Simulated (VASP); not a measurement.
# AlCu3 (P4mm) in VASP: single point with PBEsol

Aim: the single point of AlCu3 with PBEsol.

Program: VASP 6.6.1. These are calculated values, not measurements. Logs are shortened: lines on timing, memory, paths and dates and some standing lists are left out, and cuts for length are marked.

## 1. The cell of the first run

Symmetry: P4mm, No. 99, tetragonal system. Conventional cell: a = 3.637 Å, b = 3.637 Å, c = 3.637 Å, α = 90.00°, β = 90.00°, γ = 90.00°. Al (site symmetry 4mm) has 12 Cu at 2.42 to 2.74 Å within 3.2 Å. Within 3.2 Å of Cu (site symmetry 2mm) lie 4 Al at 2.42 to 2.74 Å and 8 Cu at 2.57 Å. Cu (site symmetry 4mm) has 8 Cu at 2.57 Å and 4 Al at 2.58 Å within 3.4 Å.

## 2. Single point, PBEsol (one atom moved)

Input file INCAR:

```
  PREC = Accurate
  ENCUT = 520
  EDIFF = 1E-7
  ISMEAR = 0
  SIGMA = 0.1
  LREAL = F
  LASPH = T
  NELM = 60
  ALGO = Fast
  ISIF = 2
  LWAVE = F
  LCHARG = F
  GGA = PS
  NBANDS = 26
```

Input file KPOINTS:

```
regular mesh
0
Gamma
  10 10 10
```

Input file POSCAR:

```
AlCu3
1.0
    3.6373766700      0.0000000000      0.0000000000
    0.0000000000      3.6373766700      0.0000000000
    0.0000000000      0.0000000000      3.6373766700
Al Cu
1 3
Direct
    0.0000000000      0.0618577674      0.0000000000
    0.5000000000      0.5000000000      0.0000000000
    0.5000000000      0.0000000000      0.5000000000
    0.0000000000      0.5000000000      0.5000000000
```

Potentials or basis: VASP PAW PBE potentials, release 64 (Al, Cu).

The run is started by

```
cat potpaw_PBE.64/Al/POTCAR potpaw_PBE.64/Cu/POTCAR > POTCAR
mpirun -np 1 vasp_std > vasp.out
```

OUTCAR:

```text
PREC = Accurate
   ENCUT = 520
   EDIFF = 1E-7
   ISMEAR = 0
   LREAL = F
   LASPH = T
   NELM = 60
   ISIF = 2
   GGA = PS

 ion  position               nearest neighbor table
   1  0.000  0.062  0.000-   2 2.42   4 2.42   4 2.42   2 2.42   3 2.58   3 2.58   3 2.58   3 2.58
                             2 2.74   4 2.74   4 2.74   2 2.74
   2  0.500  0.500  0.000-   1 2.42   1 2.42   4 2.57   3 2.57   4 2.57   3 2.57   3 2.57   3 2.57
                             4 2.57   4 2.57   1 2.74   1 2.74
   3  0.500  0.000  0.500-   2 2.57   4 2.57   2 2.57   2 2.57   4 2.57   2 2.57   4 2.57   4 2.57
                             1 2.58   1 2.58   1 2.58   1 2.58
   4  0.000  0.500  0.500-   1 2.42   1 2.42   3 2.57   2 2.57   2 2.57   3 2.57   2 2.57   3 2.57
                             2 2.57   3 2.57   1 2.74   1 2.74

  LATTYP: Found a simple cubic cell.
 ALAT       =     3.6373766700

  Lattice vectors:

 A1 = (   3.6373766700,   0.0000000000,   0.0000000000)
 A2 = (   0.0000000000,   3.6373766700,   0.0000000000)
 A3 = (   0.0000000000,   0.0000000000,   3.6373766700)

Analysis of symmetry for initial positions (statically):
=====================================================================
 Subroutine PRICEL returns:
 Original cell was already a primitive cell.

 Routine SETGRP: Setting up the symmetry group for a
 simple cubic supercell.

 Subroutine GETGRP returns: Found  8 space group operations
 (whereof  8 operations were pure point group operations)
 out of a pool of 48 trial point group operations.

The static configuration has the point symmetry C_4v.

Analysis of symmetry for dynamics (positions and initial velocities):
=====================================================================
 Subroutine PRICEL returns:
 Original cell was already a primitive cell.

 Routine SETGRP: Setting up the symmetry group for a
 simple cubic supercell.

 Subroutine GETGRP returns: Found  8 space group operations
 (whereof  8 operations were pure point group operations)
 out of a pool of 48 trial point group operations.

The dynamic configuration has the point symmetry C_4v.

 Subroutine INISYM returns: Found  8 space group operations
 (whereof  8 operations are pure point group operations),
 and found     1 'primitive' translations

----------------------------------------------------------------------------------------

                                     Primitive cell

  volume of cell :      48.1243

  direct lattice vectors                    reciprocal lattice vectors
     3.637376670  0.000000000  0.000000000     0.274923411  0.000000000  0.000000000
     0.000000000  3.637376670  0.000000000     0.000000000  0.274923411  0.000000000
     0.000000000  0.000000000  3.637376670     0.000000000  0.000000000  0.274923411

  length of vectors
     3.637376670  3.637376670  3.637376670     0.274923411  0.274923411  0.274923411

  position of ions in fractional coordinates (direct lattice)
     0.000000000  0.061857767  0.000000000
     0.500000000  0.500000000  0.000000000
     0.500000000  0.000000000  0.500000000
     0.000000000  0.500000000  0.500000000

  ion indices of the primitive-cell ions
   primitive index   ion index
                 1           1
                 2           2
                 3           3
                 4           4

----------------------------------------------------------------------------------------

 KPOINTS: regular mesh

Automatic generation of k-mesh.
 Grid dimensions read from file:
 generate k-points for:   10   10   10

 Generating k-lattice:

  Cartesian coordinates                     Fractional coordinates (reciprocal lattice)
     0.027492341  0.000000000  0.000000000     0.100000000  0.000000000  0.000000000
     0.000000000  0.027492341  0.000000000     0.000000000  0.100000000  0.000000000
     0.000000000  0.000000000  0.027492341     0.000000000  0.000000000  0.100000000

  Length of vectors
     0.027492341  0.027492341  0.027492341

  Shift w.r.t. Gamma in fractional coordinates (k-lattice)
     0.000000000  0.000000000  0.000000000

 Subroutine IBZKPT returns following result:
 ===========================================

 Found    126 irreducible k-points:

 Following reciprocal coordinates:
            Coordinates               Weight
  0.000000  0.000000  0.000000      1.000000
  0.100000  0.000000  0.000000      4.000000
  0.000000  0.100000  0.000000      2.000000
  0.200000  0.000000  0.000000      4.000000
  0.000000  0.200000  0.000000      2.000000
  0.300000  0.000000  0.000000      4.000000
[... 16 lines left out ...]
  0.500000  0.100000  0.000000      4.000000
  0.000000  0.500000  0.100000      4.000000
 [... further k-points ...]
   k-points           NKPTS =    126   k-points in BZ     NKDIM =    126   number of bands    NBANDS=     26
   number of dos      NEDOS =    301   number of ions     NIONS =      4
   total plane-waves  NPLWV =  21952
   dimension x,y,z NGX =    28 NGY =   28 NGZ =   28
   dimension x,y,z NGXF=    56 NGYF=   56 NGZF=   56
   ions per type =               1   3
   NGX,Y,Z   is equivalent  to a cutoff of  12.80, 12.80, 12.80 a.u.
   NGXF,Y,Z  is equivalent  to a cutoff of  25.59, 25.59, 25.59 a.u.
 SYSTEM =  unknown system
   PREC   = accura    normal or accurate (medium, high low for compatibility)
   ISTART =      0    job   : 0-new  1-cont  2-samecut
   ICHARG =      2    charge: 1-file 2-atom 10-const
   ISPIN  =      1    spin polarized calculation?
   LNONCOLLINEAR =      F non collinear calculations
   LSORBIT =      F    spin-orbit coupling
   LASPH  =      T    aspherical Exc in radial PAW
   ENCUT  =  520.0 eV  38.22 Ry    6.18 a.u.   6.76  6.76  6.76*2*pi/ulx,y,z
   NELM   =     60;   NELMIN=  2; NELMDL= -5     # of ELM steps
   EDIFF  = 0.1E-06   stopping-criterion for ELM
   LREAL  =      F    real-space projection
   EDIFFG = 0.1E-05   stopping-criterion for IOM
   NSW    =      0    number of steps for IOM
   IBRION =     -1    ionic relax: 0-MD 1-quasi-New 2-CG
   NFREE  =      0    steps in history (QN), initial steepest desc. (CG)
   ISIF   =      2    stress and relaxation
   ISYM   =      2    0-nonsym 1-usesym 2-fastsym
   POTIM  = 0.5000    time-step for ionic-motion
   TEBEG  =    0.0;   TEEND  =   0.0 temperature during run
   PSTRESS=    0.0 pullay stress
   NELECT =      36.0000    total number of electrons
   NUPDOWN=      -1.0000    fix difference up-down
   EMIN   =  10.00;   EMAX   =-10.00  energy-range for DOS
   EFERMI =   0.00;   METHOD = LEGACY
   ISMEAR =     0;   SIGMA  =   0.10  broadening in eV -4-tet -1-fermi 0-gaus
   EFERMI_NEDOS =   21; number of points for ismear=-14 and -15
   IALGO  =     68    algorithm
   IMIX   =      4    mixing-type and parameters
     AMIX     =   0.40;   BMIX     =  1.00
     AMIX_MAG =   1.60;   BMIX_MAG =  1.00
  volume/ion in A,a.u.               =      12.03        81.19
  Fermi-wavevector in a.u.,A,eV,Ry     =   1.486121  2.808361 30.049207  2.208554
  Thomas-Fermi vector in A             =   2.599447
   LORBIT       =      0    0 simple, 1 ext, 2 COOP (PROOUT), +10 PAW based schemes
   GGA     = PS    functional components
   LHFCALC =     F    Hartree Fock is set to
   AEXX    =    0.0000 exact exchange contribution
   IVDW    =     0    specifies the selected vdW correction
   LEPSILON=     F    determine dielectric tensor
   LRPA    =     F    only Hartree local field effects (RPA)
 non-spin polarized calculation
 RMM-DIIS sequential band-by-band and
 Gauss-broadening in eV      SIGMA  =   0.10
  energy-cutoff  :      520.00
  volume of cell :       48.12
 maximum number of plane-waves:      1328
 NGX is ok and might be reduce to    28
   NGX = 13   NGY = 13   NGZ = 13

 number of electron      35.9999993 magnetization

 Free energy of the ion-electron system (eV)
  ---------------------------------------------------
  ext. energy  EPLUGINS =         0.00000000
  ---------------------------------------------------
  free energy    TOTEN  =       -17.59137558 eV

  energy without entropy =      -17.58514222  energy(sigma->0) =      -17.58825890

 E-fermi :   8.5890     XC(G=0): -12.4690

 val. band max:        8.5836834129   @ k =   0.5000   0.3000   0.1000
 cond. band min:       8.6123578660   @ k =   0.0000   0.5000   0.3000
 fundamental gap:      0.0286744531
 Fermi energy:         8.5889602051

 k-point     1 :       0.0000    0.0000    0.0000
  band No.  band energies     occupation
      1      -2.1267      2.00000
      2       3.1450      2.00000
      3       3.6320      2.00000
      4       3.7447      2.00000
      5       3.9584      2.00000
      6       3.9690      2.00000
[... 18 lines left out ...]
     25      19.3660      0.00000
     26      20.0663      0.00000

 k-point     2 :       0.1000    0.0000    0.0000
  band No.  band energies     occupation
      1      -2.0105      2.00000
      2       3.1726      2.00000
      3       3.6385      2.00000
      4       3.7480      2.00000
      5       3.9710      2.00000
      6       3.9915      2.00000
[... 18 lines left out ...]
     25      18.7820      0.00000
     26      19.6776      0.00000

 k-point     3 :       0.0000    0.1000    0.0000
  band No.  band energies     occupation
      1      -2.0112      2.00000
      2       3.1782      2.00000
      3       3.5802      2.00000
      4       3.8071      2.00000
      5       3.9802      2.00000
      6       3.9844      2.00000
[... 572 lines left out ...]
 k-point    23 :       0.5000    0.1000    0.0000
  band No.  band energies     occupation
      1       0.4318      2.00000
      2       1.0463      2.00000
      3       3.8907      2.00000
      4       4.1548      2.00000
      5       4.1990      2.00000
      6       4.3000      2.00000
[... 18 lines left out ...]
     25      17.1227      0.00000
     26      20.4826      0.00000

 k-point    24 :       0.0000    0.5000    0.1000
  band No.  band energies     occupation
      1       0.3512      2.00000
      2       1.1351      2.00000
      3       3.8280      2.00000
      4       4.1046      2.00000
      5       4.1641      2.00000
      6       4.2554      2.00000
[... 18 lines left out ...]
     25      17.1743      0.00000
     26      20.4641      0.00000

 [... further k-points ...]

------------------------ aborting loop because EDIFF is reached ----------------------------------------

  FORCE on cell =-STRESS in cart. coord.  units (eV):
  Direction    XX          YY          ZZ          XY          YZ          ZX
  --------------------------------------------------------------------------------------
  -------------------------------------------------------------------------------------
  Total        0.5964173      0.4480499      0.5964173      0.0000000      0.0000000     -0.0000000
  in kB       19.8561945     14.9166782     19.8561945      0.0000000      0.0000000     -0.0000000
  external PRESSURE =      18.2096890 kB  Pullay stress =       0.0000000 kB

 VOLUME and BASIS-vectors are now :
 -----------------------------------------------------------------------------
  energy-cutoff  :      520.00
  volume of cell :       48.12
      direct lattice vectors                 reciprocal lattice vectors
     3.637376670  0.000000000  0.000000000     0.274923411  0.000000000  0.000000000
     0.000000000  3.637376670  0.000000000     0.000000000  0.274923411  0.000000000
     0.000000000  0.000000000  3.637376670     0.000000000  0.000000000  0.274923411

 POSITION                                       TOTAL-FORCE (eV/Angst)
 -----------------------------------------------------------------------------------
      0.00000      0.22500      0.00000         0.000000     -1.662765     -0.000000
      1.81869      1.81869      0.00000        -0.000000      0.796083      0.000000
      1.81869      0.00000      1.81869        -0.000000      0.070599      0.000000
      0.00000      1.81869      1.81869        -0.000000      0.796083      0.000000
 -----------------------------------------------------------------------------------
    total drift:                                0.000000      0.000276      0.000000

  FREE ENERGIE OF THE ION-ELECTRON SYSTEM (eV)
  ---------------------------------------------------
  free  energy   TOTEN  =       -17.5913755845 eV

  energy  without entropy=      -17.5851422185  energy(sigma->0) =      -17.58825890
```

It took 5.2 min on 1 thread of Intel Xeon 8259CL, shared host; peak memory 0.25 GiB.

Results:

- Free energy: -17.5914 eV
- Pressure: 1.8 GPa
- Largest force: 1.663 eV/Å
- Band gap on the k mesh: zero (bands 18 and 19 overlap by 5.51 eV)

Forces in eV/Å, atoms in the order of the input:
```
Al   0.000 -1.663  0.000
Cu   0.000  0.796  0.000
Cu   0.000  0.071  0.000
Cu   0.000  0.796  0.000
```

Stress tensor (GPa, compression positive):
```
1.99 0.00 0.00
0.00 1.49 0.00
0.00 0.00 1.99
```

Levels at points of the mesh, in eV from the Fermi level:
| k point | band 16 | band 17 | band 18 | band 19 | band 20 | band 21 |
| --- | --- | --- | --- | --- | --- | --- |
| (0.00, 0.00, 0.00) | -2.09 | -0.29 | -0.29 | -0.20 | 4.29 | 4.34 |
| (0.50, 0.00, 0.00) | -2.51 | -2.09 | 3.74 | 3.77 | 3.90 | 3.90 |
| (0.00, 0.50, 0.00) | -2.56 | -2.13 | 3.50 | 3.50 | 4.15 | 4.15 |
| (0.50, 0.50, 0.00) | -2.79 | -2.41 | -1.23 | -1.21 | 5.90 | 6.46 |
| (0.50, 0.00, 0.50) | -2.81 | -2.36 | -1.26 | -1.26 | 5.76 | 6.46 |
| (0.50, 0.50, 0.50) | -2.28 | -2.28 | -2.26 | -1.51 | 1.30 | 1.71 |

Caveat: the cell differs from its parent crystal (one atom moved); the PAW data sets were made with another functional, which shifts forces and pressure a little.
